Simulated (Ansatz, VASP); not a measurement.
## AgCl: VASP beside Ansatz

Contents of POSCAR:

```
AgCl
1.0
    0.0000000000      2.9932651224      3.1129957273
    2.9932651224      0.0000000000      3.1129957273
    2.9932651224      2.9932651224      0.0000000000
Ag Cl
1 1
Direct
    0.0000000000      0.0000000000      0.0000000000
    0.2500000000      0.2500000000      0.2500000000
```

The input INCAR.step1:

```
SYSTEM = AgCl
PREC = Accurate
ENCUT = 520
ISMEAR = 0
SIGMA = 0.01
LREAL = .False.
LASPH = .True.
NELM = 60
NBANDS = 16
GGA = PE
ALGO = Normal
EDIFF = 1E-4
LWAVE = .True.
LCHARG = .False.
```

The input INCAR.step2:

```
SYSTEM = AgCl
PREC = Accurate
ENCUT = 520
EDIFF = 1E-6
ISMEAR = 0
SIGMA = 0.01
LREAL = .False.
LASPH = .True.
NELM = 60
ALGO = Normal
ISIF = 2
LWAVE = .False.
LCHARG = .True.
METAGGA = R2SCAN
LMIXTAU = .True.
LELF = .True.
LVHAR = .True.
NBANDS = 16
ISTART = 1
```

Contents of KPOINTS:

```
regular mesh
0
Gamma
  8 8 8
  0 0 0
```

Input for Ansatz:

```yaml
crystal:
  lattice:
    - [0.0, 2.9932651224, 3.1129957273]
    - [2.9932651224, 0.0, 3.1129957273]
    - [2.9932651224, 2.9932651224, 0.0]
  atoms:
    - { symbol: Ag, position: [0.0, 0.0, 0.0] }
    - { symbol: Cl, position: [0.25, 0.25, 0.25] }
kpoints:
  mp_grid: { grid: [8, 8, 8] }
  band_path:
    path:
      - [0.0, 0.0, 0.0]
      - [-0.5, -0.5, 0.0]
      - [-0.375, -0.375, 0.25]
      - [-0.375, 0.0, 0.375]
      - [0.0, 0.0, 0.5]
      - [-0.5, -0.25, 0.25]
    npoints: 1
hamiltonian:
  xc: r2scan
scf:
  occupations: { method: fixed }
  n_extra_bands: 4
output:
  forces: true
  stress: true
  eigenvalues: true
  write_density: true
  write_potential: true
  elf: true
  volumetric_format: npy
```

Change from the starting cell: uniaxial_z strain +4.0%.

Alike in both runs: task single point; functional r2SCAN; k mesh 8 × 8 × 8; no spin polarisation.

|  | VASP | Ansatz |
| --- | --- | --- |
| version | VASP 6.6.1 | Ansatz 0.2.0 |
| potentials or method | VASP PAW PBE potentials, release 64 (Ag, Cl) | plane waves, PAW |
| plane-wave cutoff (eV) | 520 | 500 |
| occupations | gaussian, width 0.01 eV | fixed |
| valence electrons in the cell | 18 | 26 |

Ansatz gave:

| Quantity | Value |
| --- | --- |
| gap on the k mesh at the Fermi level (eV) | 1.68 |
| pressure (GPa) | -1.3 |
| traceless stress, the component that is largest in VASP (GPa) | -0.08 |

Q: Estimate VASP's values.

A: gap on the k mesh at the Fermi level (eV): 1.63; pressure (GPa): -1.3; traceless stress, the component that is largest in VASP (GPa): -0.08.

VASP's potentials were made for PBE, not for r2SCAN. VASP's potentials hold 18 valence electrons a cell and Ansatz's 26, so a difference there can come from the potentials and not from the codes.
